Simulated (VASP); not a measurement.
## SnO: single point with PBE+D3(BJ)

SnO:

```xyz
4
Lattice="4.0507 0.0000 0.0000 0.0000 4.0507 0.0000 0.0000 0.0000 4.2731" Properties=species:S:1:pos:R:3 pbc="T T T"
Sn    0.0000    2.0253    1.0394
Sn    2.0253    0.0000    3.2337
O     0.0000    0.0000    0.0000
O     2.0253    2.0253    0.0000
```

This cell differs from its parent crystal: ratio of the length along z to the lengths across it x 0.85, volume and fractional coordinates fixed.

```
Program             : VASP 6.6.1
Task                : single point
Functional          : PBE
Dispersion          : D3(BJ)
Potentials or basis : VASP PAW PBE potentials, release 64 (Sn_d, O)
Cutoff              : 520 eV
k mesh              : 14 × 14 × 12
Occupations         : gaussian, width 0.15 eV
Spin                : no spin polarisation
```

```yaml
Pressure: -2.1 GPa
Largest_force: 0.403 eV/Å
Band_gap_on_the_k_mesh: 0.72 eV (least direct gap 1.50 eV)
Dispersion_energy_per_atom: -0.235 eV
```

Forces in eV/Å, atoms in the order of the input:
```
Sn   0.000  0.000  0.403
Sn   0.000  0.000 -0.403
O    0.000  0.000  0.000
O    0.000  0.000  0.000
```

Stress tensor (GPa, compression positive):
```
-5.04  0.00  0.00
 0.00 -5.04  0.00
 0.00  0.00  3.77
```

Levels at points of the mesh, in eV from the valence-band top:
```csv
k point,band 17,band 18,band 19,band 20,band 21,band 22,band 23,band 24
"(0.00, 0.00, 0.00)",-2.74,-2.74,-2.46,-0.36,2.51,4.93,4.93,5.81
"(0.50, 0.00, 0.00)",-3.63,-3.63,-1.54,-1.54,4.01,4.01,6.05,6.05
"(0.50, 0.50, 0.00)",-2.06,-2.06,-0.79,-0.79,0.72,0.72,5.98,5.98
"(0.00, 0.00, 0.50)",-2.74,-2.69,-2.39,-0.49,1.30,2.99,3.09,3.09
"(0.50, 0.00, 0.50)",-4.09,-4.09,-0.71,-0.71,3.28,3.28,5.35,5.35
"(0.50, 0.50, 0.50)",-2.20,-2.20,-2.05,-2.05,3.53,3.53,5.20,5.20
```

Run time: 2.7 min on 1 thread of Intel(R) Xeon(R) 6975P-C (Granite Rapids) (shared host), peak memory 0.48 GiB.

Caveat: the stress differs along the axes, from -5 to 4 GPa; semilocal functionals underestimate gaps, and a narrow one can read as zero; spin-orbit coupling is left out, which moves the levels of the heavy elements. A k mesh can miss the band edges.
